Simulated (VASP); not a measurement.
# W (C2/m) in VASP: single point with PBEsol

Aim: the single point of W with PBEsol.

All numbers are computed with VASP 6.6.1; they aren't measurements. Logs are shortened: lines on timing, memory, paths and dates and some standing lists are left out, and cuts for length are marked.

## (1) The cell of the first run

The structure is monoclinic, space group C2/m (No. 12). Conventional cell: a = 3.998 Å, b = 3.998 Å, c = 3.998 Å, α = 90.00°, β = 90.00°, γ = 90.00°. W (site symmetry m) has 12 W at 2.67 to 2.98 Å within 3.5 Å.

## (2) Single point, PBEsol (atoms displaced along several vibrational modes)

File INCAR:

```
PREC = Accurate
ENCUT = 520
EDIFF = 1E-6
ISMEAR = 0
SIGMA = 0.15
LREAL = False
LASPH = True
NELM = 60
ALGO = Fast
ISIF = 2
LWAVE = False
LCHARG = False
GGA = PS
NBANDS = 21
```

File KPOINTS:

```
regular mesh
0
Gamma
  16 16 12
```

File POSCAR:

```
W
1.0
    0.0000000000     -1.9991269216     -1.9991269216
    0.0000000000      1.9991269216     -1.9991269216
    3.9982538432      0.0000000000      0.0000000000
W
2
Direct
    0.5101044110      0.4898955890      0.4829925756
   -0.0101044110      0.0101044110      0.0170074244
```

Potentials or basis: VASP PAW PBE potentials, release 64 (W_sv).

Launch:

```sh
cat potpaw_PBE.64/W_sv/POTCAR > POTCAR
mpirun -np 1 vasp_std > vasp.out
```

OUTCAR:

```text
PREC = Accurate
   ENCUT = 520
   EDIFF = 1E-6
   ISMEAR = 0
   LREAL = False
   LASPH = True
   NELM = 60
   ISIF = 2
   GGA = PS

 ion  position               nearest neighbor table
   1  0.510  0.490  0.483-   2 2.67   2 2.73   2 2.73   2 2.79   2 2.87   2 2.93   2 2.93   2 2.98

   2  0.990  0.010  0.017-   1 2.67   1 2.73   1 2.73   1 2.79   1 2.87   1 2.93   1 2.93   1 2.98

  LATTYP: Found a simple tetragonal cell.
 ALAT       =     2.8271924054
 C/A-ratio  =     1.4142135624

  Lattice vectors:

 A1 = (   0.0000000000,  -1.9991269216,  -1.9991269216)
 A2 = (   0.0000000000,   1.9991269216,  -1.9991269216)
 A3 = (   3.9982538432,   0.0000000000,   0.0000000000)

Analysis of symmetry for initial positions (statically):
=====================================================================
 Subroutine PRICEL returns:
 Original cell was already a primitive cell.

 Routine SETGRP: Setting up the symmetry group for a
 simple tetragonal supercell.

 Subroutine GETGRP returns: Found  4 space group operations
 (whereof  2 operations were pure point group operations)
 out of a pool of 16 trial point group operations.

The static configuration has the point symmetry C_1h.
 The point group associated with its full space group is C_2h.

Analysis of symmetry for dynamics (positions and initial velocities):
=====================================================================
 Subroutine PRICEL returns:
 Original cell was already a primitive cell.

 Routine SETGRP: Setting up the symmetry group for a
 simple tetragonal supercell.

 Subroutine GETGRP returns: Found  4 space group operations
 (whereof  2 operations were pure point group operations)
 out of a pool of 16 trial point group operations.

The dynamic configuration has the point symmetry C_1h.
 The point group associated with its full space group is C_2h.

 Subroutine INISYM returns: Found  4 space group operations
 (whereof  2 operations are pure point group operations),
 and found     1 'primitive' translations

----------------------------------------------------------------------------------------

                                     Primitive cell

  volume of cell :      31.9581

  direct lattice vectors                    reciprocal lattice vectors
     0.000000000 -1.999126922 -1.999126922     0.000000000 -0.250109182 -0.250109182
     0.000000000  1.999126922 -1.999126922     0.000000000  0.250109182 -0.250109182
     3.998253843  0.000000000  0.000000000     0.250109182  0.000000000  0.000000000

  length of vectors
     2.827192405  2.827192405  3.998253843     0.353707798  0.353707798  0.250109182

  position of ions in fractional coordinates (direct lattice)
     0.510104411  0.489895589  0.482992576
     0.989895589  0.010104411  0.017007424

  ion indices of the primitive-cell ions
   primitive index   ion index
                 1           1
                 2           2

----------------------------------------------------------------------------------------

 KPOINTS: regular mesh

Automatic generation of k-mesh.
 Grid dimensions read from file:
 generate k-points for:   16   16   12

 Generating k-lattice:

  Cartesian coordinates                     Fractional coordinates (reciprocal lattice)
     0.000000000 -0.015631824 -0.015631824     0.062500000  0.000000000  0.000000000
     0.000000000  0.015631824 -0.015631824     0.000000000  0.062500000  0.000000000
     0.020842432  0.000000000  0.000000000     0.000000000  0.000000000  0.083333333

  Length of vectors
     0.022106737  0.022106737  0.020842432

  Shift w.r.t. Gamma in fractional coordinates (k-lattice)
     0.000000000  0.000000000  0.000000000

 Subroutine IBZKPT returns following result:
 ===========================================

 Found    826 irreducible k-points:

 Following reciprocal coordinates:
            Coordinates               Weight
  0.000000  0.000000  0.000000      1.000000
  0.062500  0.000000  0.000000      4.000000
  0.125000  0.000000  0.000000      4.000000
  0.187500  0.000000  0.000000      4.000000
  0.250000  0.000000  0.000000      4.000000
  0.312500  0.000000  0.000000      4.000000
[... 16 lines left out ...]
 -0.062500  0.437500  0.000000      4.000000
  0.500000  0.062500  0.000000      4.000000
 [... further k-points ...]
   k-points           NKPTS =    826   k-points in BZ     NKDIM =    826   number of bands    NBANDS=     21
   number of dos      NEDOS =    301   number of ions     NIONS =      2
   total plane-waves  NPLWV =  17280
   dimension x,y,z NGX =    24 NGY =   24 NGZ =   30
   dimension x,y,z NGXF=    48 NGYF=   48 NGZF=   60
   ions per type =               2
   NGX,Y,Z   is equivalent  to a cutoff of  14.11, 14.11, 12.47 a.u.
   NGXF,Y,Z  is equivalent  to a cutoff of  28.23, 28.23, 24.95 a.u.
 SYSTEM =  unknown system
   PREC   = accura    normal or accurate (medium, high low for compatibility)
   ISTART =      0    job   : 0-new  1-cont  2-samecut
   ICHARG =      2    charge: 1-file 2-atom 10-const
   ISPIN  =      1    spin polarized calculation?
   LNONCOLLINEAR =      F non collinear calculations
   LSORBIT =      F    spin-orbit coupling
   LASPH  =      T    aspherical Exc in radial PAW
   ENCUT  =  520.0 eV  38.22 Ry    6.18 a.u.   5.26  5.26  7.43*2*pi/ulx,y,z
   NELM   =     60;   NELMIN=  2; NELMDL= -5     # of ELM steps
   EDIFF  = 0.1E-05   stopping-criterion for ELM
   LREAL  =      F    real-space projection
   EDIFFG = 0.1E-04   stopping-criterion for IOM
   NSW    =      0    number of steps for IOM
   IBRION =     -1    ionic relax: 0-MD 1-quasi-New 2-CG
   NFREE  =      0    steps in history (QN), initial steepest desc. (CG)
   ISIF   =      2    stress and relaxation
   ISYM   =      2    0-nonsym 1-usesym 2-fastsym
   POTIM  = 0.5000    time-step for ionic-motion
   TEBEG  =    0.0;   TEEND  =   0.0 temperature during run
   PSTRESS=    0.0 pullay stress
   NELECT =      28.0000    total number of electrons
   NUPDOWN=      -1.0000    fix difference up-down
   EMIN   =  10.00;   EMAX   =-10.00  energy-range for DOS
   EFERMI =   0.00;   METHOD = LEGACY
   ISMEAR =     0;   SIGMA  =   0.15  broadening in eV -4-tet -1-fermi 0-gaus
   EFERMI_NEDOS =   21; number of points for ismear=-14 and -15
   IALGO  =     68    algorithm
   IMIX   =      4    mixing-type and parameters
     AMIX     =   0.40;   BMIX     =  1.00
     AMIX_MAG =   1.60;   BMIX_MAG =  1.00
  volume/ion in A,a.u.               =      15.98       107.83
  Fermi-wavevector in a.u.,A,eV,Ry     =   1.566512  2.960279 33.388164  2.453961
  Thomas-Fermi vector in A             =   2.668829
   LORBIT       =      0    0 simple, 1 ext, 2 COOP (PROOUT), +10 PAW based schemes
   GGA     = PS    functional components
   LHFCALC =     F    Hartree Fock is set to
   AEXX    =    0.0000 exact exchange contribution
   IVDW    =     0    specifies the selected vdW correction
   LEPSILON=     F    determine dielectric tensor
   LRPA    =     F    only Hartree local field effects (RPA)
 non-spin polarized calculation
 RMM-DIIS sequential band-by-band and
 Gauss-broadening in eV      SIGMA  =   0.15
  energy-cutoff  :      520.00
  volume of cell :       31.96
 maximum number of plane-waves:       888
 NGX is ok and might be reduce to    24
   NGX = 11   NGY = 11   NGZ = 15

 number of electron      27.9999998 magnetization

 Free energy of the ion-electron system (eV)
  ---------------------------------------------------
  ext. energy  EPLUGINS =         0.00000000
  ---------------------------------------------------
  free energy    TOTEN  =       -26.47960323 eV

  energy without entropy =      -26.45355176  energy(sigma->0) =      -26.46657749

 E-fermi :  10.7288     XC(G=0): -13.6930

 val. band max:       10.7285390975   @ k =   0.1250   0.1250   0.0833
 cond. band min:      10.7288673891   @ k =   0.0625  -0.3125   0.4167
 fundamental gap:      0.0003282916
 Fermi energy:        10.7288457849

 k-point     1 :       0.0000    0.0000    0.0000
  band No.  band energies     occupation
      1     -62.8829      2.00000
      2     -62.7057      2.00000
      3     -27.6696      2.00000
      4     -26.9498      2.00000
      5     -26.9466      2.00000
      6     -26.4732      2.00000
[... 13 lines left out ...]
     20      16.6784      0.00000
     21      22.7310      0.00000

 k-point     2 :       0.0625    0.0000    0.0000
  band No.  band energies     occupation
      1     -62.8798      2.00000
      2     -62.7058      2.00000
      3     -27.6573      2.00000
      4     -26.9728      2.00000
      5     -26.9415      2.00000
      6     -26.4931      2.00000
[... 13 lines left out ...]
     20      17.2610      0.00000
     21      21.9413      0.00000

 k-point     3 :       0.1250    0.0000    0.0000
  band No.  band energies     occupation
      1     -62.8705      2.00000
      2     -62.7063      2.00000
      3     -27.6214      2.00000
      4     -27.0406      2.00000
      5     -26.9220      2.00000
      6     -26.5785      2.00000
[... 13 lines left out ...]
     20      18.4871      0.00000
     21      20.7020      0.00000

 k-point     4 :       0.1875    0.0000    0.0000
  band No.  band energies     occupation
      1     -62.8560      2.00000
      2     -62.7077      2.00000
      3     -27.5653      2.00000
      4     -27.1378      2.00000
      5     -26.8914      2.00000
      6     -26.7087      2.00000
[... 13 lines left out ...]
     20      19.5035      0.00000
     21      19.8844      0.00000

 k-point     5 :       0.2500    0.0000    0.0000
  band No.  band energies     occupation
      1     -62.8376      2.00000
      2     -62.7108      2.00000
      3     -27.4958      2.00000
      4     -27.2456      2.00000
      5     -26.8740      2.00000
      6     -26.8357      2.00000
[... 13 lines left out ...]
     20      18.5422      0.00000
     21      21.3199      0.00000
[... 382 lines left out ...]
     20      17.9952      0.00000
     21      23.3972      0.00000

 k-point    22 :       0.4375    0.0625    0.0000
  band No.  band energies     occupation
      1     -62.7744      2.00000
      2     -62.7336      2.00000
      3     -27.4656      2.00000
      4     -27.4182      2.00000
      5     -27.0456      2.00000
      6     -26.8317      2.00000
[... 13 lines left out ...]
     20      17.9735      0.00000
     21      23.0285      0.00000

 k-point    23 :      -0.0625    0.4375    0.0000
  band No.  band energies     occupation
      1     -62.7743      2.00000
      2     -62.7336      2.00000
      3     -27.4649      2.00000
      4     -27.4189      2.00000
      5     -27.0452      2.00000
      6     -26.8324      2.00000
[... 13 lines left out ...]
     20      17.9796      0.00000
     21      23.0142      0.00000

 k-point    24 :       0.5000    0.0625    0.0000
  band No.  band energies     occupation
      1     -62.7638      2.00000
      2     -62.7411      2.00000
      3     -27.4675      2.00000
      4     -27.4501      2.00000
      5     -27.0012      2.00000
      6     -26.8851      2.00000
[... 13 lines left out ...]
     20      17.7647      0.00000
     21      23.0255      0.00000

 [... further k-points ...]

------------------------ aborting loop because EDIFF is reached ----------------------------------------

  FORCE on cell =-STRESS in cart. coord.  units (eV):
  Direction    XX          YY          ZZ          XY          YZ          ZX
  --------------------------------------------------------------------------------------
  -------------------------------------------------------------------------------------
  Total       -0.4104343      1.1457371      1.3451102     -0.4560800      0.0000000      0.0000000
  in kB      -20.5765752     57.4400062     67.4353117    -22.8649637      0.0000000      0.0000000
  external PRESSURE =      34.7662476 kB  Pullay stress =       0.0000000 kB

 VOLUME and BASIS-vectors are now :
 -----------------------------------------------------------------------------
  energy-cutoff  :      520.00
  volume of cell :       31.96
      direct lattice vectors                 reciprocal lattice vectors
     0.000000000 -1.999126922 -1.999126922     0.000000000 -0.250109182 -0.250109182
     0.000000000  1.999126922 -1.999126922     0.000000000  0.250109182 -0.250109182
     3.998253843  0.000000000  0.000000000     0.250109182  0.000000000  0.000000000

 POSITION                                       TOTAL-FORCE (eV/Angst)
 -----------------------------------------------------------------------------------
      1.93113     -0.04040     -1.99913         1.979678      0.222624      0.000000
      0.06800     -1.95873     -1.99913        -1.979678     -0.222624      0.000000
 -----------------------------------------------------------------------------------
    total drift:                                0.000000      0.000000     -0.000000

  FREE ENERGIE OF THE ION-ELECTRON SYSTEM (eV)
  ---------------------------------------------------
  free  energy   TOTEN  =       -26.4796032318 eV

  energy  without entropy=      -26.4535517554  energy(sigma->0) =      -26.46657749
```

Wall time 4.1 min (1 thread of Intel Xeon Platinum 8488C (Sapphire Rapids), shared host); peak memory 0.5 GiB.

What came out:

```
Free energy            : -26.4796 eV
Pressure               : 3.5 GPa
Largest force          : 1.992 eV/Å
Band gap on the k mesh : zero (bands 14 and 15 overlap by 3.67 eV)
```

Forces in eV/Å, atoms in the order of the input:
```
W    1.980  0.223  0.000
W   -1.980 -0.223  0.000
```

Stress tensor (GPa, compression positive):
```
-2.06 -2.29  0.00
-2.29  5.74  0.00
 0.00  0.00  6.74
```

Levels at points of the mesh, in eV from the Fermi level:
```
           k point  band 10  band 11  band 12  band 13  band 14  band 15  band 16  band 17  band 18  band 19
(0.00, 0.00, 0.00)    -5.75    -4.81    -0.70    -0.65    -0.54     2.09     2.53     3.82     5.17     5.85
(0.50, 0.00, 0.00)    -4.11    -2.67    -2.39    -1.77    -1.37     0.56     0.59     2.34     2.84     6.60
(0.50, 0.50, 0.00)    -5.73    -4.71    -4.70     3.10     3.20     5.10     5.25     5.76     5.81     5.94
(0.00, 0.00, 0.50)    -6.01    -3.65    -2.59    -1.03     0.68     1.22     1.27     2.01     2.03     3.31
(0.50, 0.00, 0.50)    -5.79    -0.98    -0.96    -0.88    -0.80     0.70     0.72     5.05     5.16     5.25
(0.50, 0.50, 0.50)    -3.97    -2.44    -2.43    -1.75    -1.73     1.36     1.37     5.96     5.97     9.90
```

Caveat: the cell differs from its parent crystal (atoms displaced along several vibrational modes); the stress differs along the axes, from -2 to 7 GPa; the PAW data sets were made with another functional, which shifts forces and pressure a little; spin-orbit coupling is left out, which moves the levels of the heavy elements.
